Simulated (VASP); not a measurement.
Set up this calculation in VASP 6.6.1, as the native input.

* Task: single point
* Functional: PBE
* Dispersion: D3(BJ)
* Potentials or basis: VASP PAW PBE potentials, release 64 (Sn_d, Se)
* Cutoff: 520 eV
* k mesh: 6 × 6 × 4
* Occupations: gaussian, width 0.1 eV
* Spin: no spin polarisation
* Dipole correction: no
* Further INCAR settings: ALGO = Normal; EDIFF = 1e-07; NBANDS = 20

The structure of SnSe2 lies in POSCAR:

```
SnSe2
1.0
    3.8389775903      0.0000000000      0.0000000000
   -1.9194887951      3.3246521177      0.0000000000
    0.0000000000      0.0000000000      6.0278085357
Sn Se
1 2
Direct
    0.0000000000      0.0000000000      0.0000000000
    0.3333333333      0.6666666667      0.2645002942
    0.6666666667      0.3333333333      0.7354997058
```

These files were run (other wordings do the same):

INCAR

```
ALGO = Normal
EDIFF = 1E-7
ENCUT = 520
GGA = PE
ISIF = 2
ISMEAR = 0
IVDW = 12
LASPH = T
LCHARG = F
LREAL = F
LWAVE = F
NBANDS = 20
NELM = 100
PREC = Accurate
SIGMA = 0.1
```

KPOINTS

```
k-points
0
Gamma
  6 6 4
```

Potentials or basis: VASP PAW PBE potentials, release 64 (Sn_d, Se).

Run with:

```console
$ cat potpaw_PBE.64/Sn_d/POTCAR potpaw_PBE.64/Se/POTCAR > POTCAR
$ mpirun -np 1 vasp_std > vasp.out
```

Results of the run:

```yaml
Pressure: 0.0 GPa
Band_gap_on_the_k_mesh: 0.65 eV, indirect (least direct gap 0.84 eV)
Dispersion_energy_per_atom: -0.363 eV
```

Caveat: spin-orbit coupling is left out, which moves the levels of the heavy elements.

Run time: 46 s on 1 thread of Intel(R) Xeon(R) Platinum 8488C (Sapphire Rapids) (shared host), peak memory 0.21 GiB.
